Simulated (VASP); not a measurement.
# CuI (F-43m) in VASP: notebook

Aim: see how the results for CuI move with the level of theory and the settings. Levels: RPBE, SVWN5, PBE+D3(BJ). Tasks: single point.

Everything below comes from runs of VASP 6.6.1. Logs are shortened: lines on timing, memory, paths and dates and some standing lists are left out, and cuts for length are marked.

## (1) The cell of the first run

The structure is cubic, space group F-43m (No. 216). Conventional cell: a = 5.981 Å, b = 5.981 Å, c = 5.981 Å, α = 90.00°, β = 90.00°, γ = 90.00°. I (site symmetry -43m) has 4 Cu at 2.59 Å within 3.4 Å. Within 3.4 Å of Cu (site symmetry -43m) lie 4 I at 2.59 Å.

## (2) Single point, RPBE

Input file INCAR:

```
SYSTEM = CuI
ALGO     = Normal         ! electronic algorithm
EDIFF    = 1E-6           ! SCF threshold, eV
ENCUT    = 520            ! plane-wave cutoff, eV
GGA      = RP             ! functional
ISIF     = 2              ! what is computed and relaxed
ISMEAR   = -1             ! smearing method
LASPH    = .True.         ! aspherical terms in the spheres
LCHARG   = .False.        ! write CHGCAR
LREAL    = .False.        ! projectors in reciprocal space
LWAVE    = .False.        ! write WAVECAR
NBANDS   = 16             ! bands
NELM     = 60             ! most SCF steps
PREC     = Accurate       ! precision mode
SIGMA    = 0.05           ! smearing width, eV
```

Input file KPOINTS:

```
k-points
0
Gamma
  8 8 8
  0 0 0
```

Input file POSCAR:

```
CuI
1.0
    0.0000000000      2.9905287613      2.9905287613
    2.9905287613      0.0000000000      2.9905287613
    2.9905287613      2.9905287613      0.0000000000
I Cu
1 1
Direct
    0.0000000000      0.0000000000      0.0000000000
    0.7500000000      0.7500000000      0.7500000000
```

Potentials or basis: VASP PAW PBE potentials, release 64 (I, Cu).

Run with:

```sh
$ cat potpaw_PBE.64/I/POTCAR potpaw_PBE.64/Cu/POTCAR > POTCAR
$ mpirun -np 1 vasp_std > vasp.out
```

OUTCAR:

```text
SYSTEM = CuI
   EDIFF = 1E-6
   ENCUT = 520
   GGA = RP
   ISIF = 2
   ISMEAR = -1
   LASPH = .True.
   LREAL = .False.
   NELM = 60
   PREC = Accurate

 ion  position               nearest neighbor table
   1  0.000  0.000  0.000-   2 2.59   2 2.59   2 2.59   2 2.59
   2  0.750  0.750  0.750-   1 2.59   1 2.59   1 2.59   1 2.59

  LATTYP: Found a face centered cubic cell.
 ALAT       =     5.9810575226

  Lattice vectors:

 A1 = (   0.0000000000,   2.9905287613,   2.9905287613)
 A2 = (   2.9905287613,   0.0000000000,   2.9905287613)
 A3 = (   2.9905287613,   2.9905287613,   0.0000000000)

Analysis of symmetry for initial positions (statically):
=====================================================================
 Subroutine PRICEL returns:
 Original cell was already a primitive cell.

 Routine SETGRP: Setting up the symmetry group for a
 face centered cubic supercell.

 Subroutine GETGRP returns: Found 24 space group operations
 (whereof 24 operations were pure point group operations)
 out of a pool of 48 trial point group operations.

The static configuration has the point symmetry T_d .

Analysis of symmetry for dynamics (positions and initial velocities):
=====================================================================
 Subroutine PRICEL returns:
 Original cell was already a primitive cell.

 Routine SETGRP: Setting up the symmetry group for a
 face centered cubic supercell.

 Subroutine GETGRP returns: Found 24 space group operations
 (whereof 24 operations were pure point group operations)
 out of a pool of 48 trial point group operations.

The dynamic configuration has the point symmetry T_d .

 Subroutine INISYM returns: Found 24 space group operations
 (whereof 24 operations are pure point group operations),
 and found     1 'primitive' translations

----------------------------------------------------------------------------------------

                                     Primitive cell

  volume of cell :      53.4902

  direct lattice vectors                    reciprocal lattice vectors
     0.000000000  2.990528761  2.990528761    -0.167194513  0.167194513  0.167194513
     2.990528761  0.000000000  2.990528761     0.167194513 -0.167194513  0.167194513
     2.990528761  2.990528761  0.000000000     0.167194513  0.167194513 -0.167194513

  length of vectors
     4.229246333  4.229246333  4.229246333     0.289589391  0.289589391  0.289589391

  position of ions in fractional coordinates (direct lattice)
     0.000000000  0.000000000  0.000000000
     0.750000000  0.750000000  0.750000000

  ion indices of the primitive-cell ions
   primitive index   ion index
                 1           1
                 2           2

----------------------------------------------------------------------------------------

 KPOINTS: k-points

Automatic generation of k-mesh.
 Grid dimensions read from file:
 generate k-points for:    8    8    8

 Generating k-lattice:

  Cartesian coordinates                     Fractional coordinates (reciprocal lattice)
    -0.020899314  0.020899314  0.020899314     0.125000000  0.000000000  0.000000000
     0.020899314 -0.020899314  0.020899314     0.000000000  0.125000000  0.000000000
     0.020899314  0.020899314 -0.020899314     0.000000000  0.000000000  0.125000000

  Length of vectors
     0.036198674  0.036198674  0.036198674

  Shift w.r.t. Gamma in fractional coordinates (k-lattice)
     0.000000000  0.000000000  0.000000000

 Subroutine IBZKPT returns following result:
 ===========================================

 Found     29 irreducible k-points:

 Following reciprocal coordinates:
            Coordinates               Weight
  0.000000  0.000000  0.000000      1.000000
  0.125000  0.000000  0.000000      8.000000
  0.250000  0.000000  0.000000      8.000000
  0.375000  0.000000  0.000000      8.000000
  0.500000  0.000000  0.000000      4.000000
  0.125000  0.125000  0.000000      6.000000
[... 16 lines left out ...]
  0.500000  0.250000  0.125000     48.000000
 -0.375000  0.250000  0.125000     24.000000
 [... further k-points ...]
   k-points           NKPTS =     29   k-points in BZ     NKDIM =     29   number of bands    NBANDS=     16
   number of dos      NEDOS =    301   number of ions     NIONS =      2
   total plane-waves  NPLWV =  32768
   dimension x,y,z NGX =    32 NGY =   32 NGZ =   32
   dimension x,y,z NGXF=    64 NGYF=   64 NGZF=   64
   ions per type =               1   1
   NGX,Y,Z   is equivalent  to a cutoff of  12.58, 12.58, 12.58 a.u.
   NGXF,Y,Z  is equivalent  to a cutoff of  25.16, 25.16, 25.16 a.u.
 SYSTEM =  CuI
   PREC   = accura    normal or accurate (medium, high low for compatibility)
   ISTART =      0    job   : 0-new  1-cont  2-samecut
   ICHARG =      2    charge: 1-file 2-atom 10-const
   ISPIN  =      1    spin polarized calculation?
   LNONCOLLINEAR =      F non collinear calculations
   LSORBIT =      F    spin-orbit coupling
   LASPH  =      T    aspherical Exc in radial PAW
   ENCUT  =  520.0 eV  38.22 Ry    6.18 a.u.   7.86  7.86  7.86*2*pi/ulx,y,z
   NELM   =     60;   NELMIN=  2; NELMDL= -5     # of ELM steps
   EDIFF  = 0.1E-05   stopping-criterion for ELM
   LREAL  =      F    real-space projection
   EDIFFG = 0.1E-04   stopping-criterion for IOM
   NSW    =      0    number of steps for IOM
   IBRION =     -1    ionic relax: 0-MD 1-quasi-New 2-CG
   NFREE  =      0    steps in history (QN), initial steepest desc. (CG)
   ISIF   =      2    stress and relaxation
   ISYM   =      2    0-nonsym 1-usesym 2-fastsym
   POTIM  = 0.5000    time-step for ionic-motion
   TEBEG  =    0.0;   TEEND  =   0.0 temperature during run
   PSTRESS=    0.0 pullay stress
   NELECT =      18.0000    total number of electrons
   NUPDOWN=      -1.0000    fix difference up-down
   EMIN   =  10.00;   EMAX   =-10.00  energy-range for DOS
   EFERMI =   0.00;   METHOD = LEGACY
   ISMEAR =    -1;   SIGMA  =   0.05  broadening in eV -4-tet -1-fermi 0-gaus
   EFERMI_NEDOS =   21; number of points for ismear=-14 and -15
   IALGO  =     38    algorithm
   IMIX   =      4    mixing-type and parameters
     AMIX     =   0.40;   BMIX     =  1.00
     AMIX_MAG =   1.60;   BMIX_MAG =  1.00
  volume/ion in A,a.u.               =      26.75       180.48
  Fermi-wavevector in a.u.,A,eV,Ry     =   1.138696  2.151823 17.641694  1.296628
  Thomas-Fermi vector in A             =   2.275400
   LORBIT       =      0    0 simple, 1 ext, 2 COOP (PROOUT), +10 PAW based schemes
   GGA     = RP    functional components
   LHFCALC =     F    Hartree Fock is set to
   AEXX    =    0.0000 exact exchange contribution
   IVDW    =     0    specifies the selected vdW correction
   LEPSILON=     F    determine dielectric tensor
   LRPA    =     F    only Hartree local field effects (RPA)
 non-spin polarized calculation
  energy-cutoff  :      520.00
  volume of cell :       53.49
 maximum number of plane-waves:      1459
   NGX = 15   NGY = 15   NGZ = 15

 number of electron      18.0000007 magnetization

 Free energy of the ion-electron system (eV)
  ---------------------------------------------------
  ext. energy  EPLUGINS =         0.00000000
  ---------------------------------------------------
  free energy    TOTEN  =        -4.79040898 eV

  energy without entropy =       -4.79040896  energy(sigma->0) =       -4.79040897

 E-fermi :   5.7533     XC(G=0):  -8.9223

 val. band max:        5.0214490456   @ k =   0.0000   0.0000   0.0000
 cond. band min:       6.4089826842   @ k =   0.0000   0.0000   0.0000
 fundamental gap:      1.3875336386
 Fermi energy:         5.7532532480

 k-point     1 :       0.0000    0.0000    0.0000
  band No.  band energies     occupation
      1      -9.2060      2.00000
      2       1.1884      2.00000
      3       1.1884      2.00000
      4       1.1884      2.00000
      5       3.0258      2.00000
      6       3.0258      2.00000
[... 8 lines left out ...]
     15      14.6390      0.00000
     16      14.6390      0.00000

 k-point     2 :       0.1250    0.0000    0.0000
  band No.  band energies     occupation
      1      -9.1269      2.00000
      2       0.8951      2.00000
      3       1.1952      2.00000
      4       1.1952      2.00000
      5       3.0192      2.00000
      6       3.0192      2.00000
[... 8 lines left out ...]
     15      13.9883      0.00000
     16      14.1918      0.00000

 k-point     3 :       0.2500    0.0000    0.0000
  band No.  band energies     occupation
      1      -8.9232      2.00000
      2       0.1844      2.00000
      3       1.2083      2.00000
      4       1.2083      2.00000
      5       3.0160      2.00000
      6       3.0160      2.00000
[... 8 lines left out ...]
     15      13.7943      0.00000
     16      14.1311      0.00000

 k-point     4 :       0.3750    0.0000    0.0000
  band No.  band energies     occupation
      1      -8.6980      2.00000
      2      -0.5162      2.00000
      3       1.2160      2.00000
      4       1.2160      2.00000
      5       3.0372      2.00000
      6       3.0372      2.00000
[... 8 lines left out ...]
     15      14.7424      0.00000
     16      14.7424      0.00000
[... 324 lines left out ...]
 k-point    22 :       0.3750    0.2500    0.1250
  band No.  band energies     occupation
      1      -8.7645      2.00000
      2      -0.0201      2.00000
      3       0.9715      2.00000
      4       1.1955      2.00000
      5       2.9516      2.00000
      6       3.0657      2.00000
[... 8 lines left out ...]
     15      15.4244      0.00000
     16      16.5752      0.00000

 k-point    23 :       0.5000    0.2500    0.1250
  band No.  band energies     occupation
      1      -8.5769      2.00000
      2      -0.3766      2.00000
      3       0.7411      2.00000
      4       1.1831      2.00000
      5       2.9766      2.00000
      6       3.0430      2.00000
[... 8 lines left out ...]
     15      15.8574      0.00000
     16      16.6881      0.00000

 k-point    24 :      -0.3750    0.2500    0.1250
  band No.  band energies     occupation
      1      -8.4942      2.00000
      2      -0.5309      2.00000
      3       0.6410      2.00000
      4       1.1706      2.00000
      5       2.9590      2.00000
      6       3.0382      2.00000
[... 8 lines left out ...]
     15      15.9589      0.00000
     16      16.5169      0.00000

 [... further k-points ...]

------------------------ aborting loop because EDIFF is reached ----------------------------------------

  FORCE on cell =-STRESS in cart. coord.  units (eV):
  Direction    XX          YY          ZZ          XY          YZ          ZX
  --------------------------------------------------------------------------------------
  -------------------------------------------------------------------------------------
  Total        1.4309971      1.4309971      1.4309971      0.0000000     -0.0000000     -0.0000000
  in kB       42.8622929     42.8622929     42.8622929      0.0000000     -0.0000000     -0.0000000
  external PRESSURE =      42.8622929 kB  Pullay stress =       0.0000000 kB

 VOLUME and BASIS-vectors are now :
 -----------------------------------------------------------------------------
  energy-cutoff  :      520.00
  volume of cell :       53.49
      direct lattice vectors                 reciprocal lattice vectors
     0.000000000  2.990528761  2.990528761    -0.167194513  0.167194513  0.167194513
     2.990528761  0.000000000  2.990528761     0.167194513 -0.167194513  0.167194513
     2.990528761  2.990528761  0.000000000     0.167194513  0.167194513 -0.167194513

 POSITION                                       TOTAL-FORCE (eV/Angst)
 -----------------------------------------------------------------------------------
      0.00000      0.00000      0.00000         0.000000      0.000000      0.000000
      4.48579      4.48579      4.48579        -0.000000     -0.000000     -0.000000
 -----------------------------------------------------------------------------------
    total drift:                               -0.000001     -0.000001     -0.000001

  FREE ENERGIE OF THE ION-ELECTRON SYSTEM (eV)
  ---------------------------------------------------
  free  energy   TOTEN  =        -4.7904089771 eV

  energy  without entropy=       -4.7904089650  energy(sigma->0) =       -4.79040897
```

Wall time 18 s (1 thread of AMD EPYC 7R43 (Zen 3), shared host); peak memory 0.15 GiB.

What came out:

```
Free energy            : -4.7904 eV
Pressure               : 4.3 GPa
Band gap on the k mesh : 1.39 eV
```

Caveat: the cell stands under pressure; the PAW data sets were made with another functional, which shifts forces and pressure a little; spin-orbit coupling is left out, which moves the levels of the heavy elements. A hybrid or GW would open this gap; RPBE tends to underestimate it.

(Continued in part 2 of 2.)
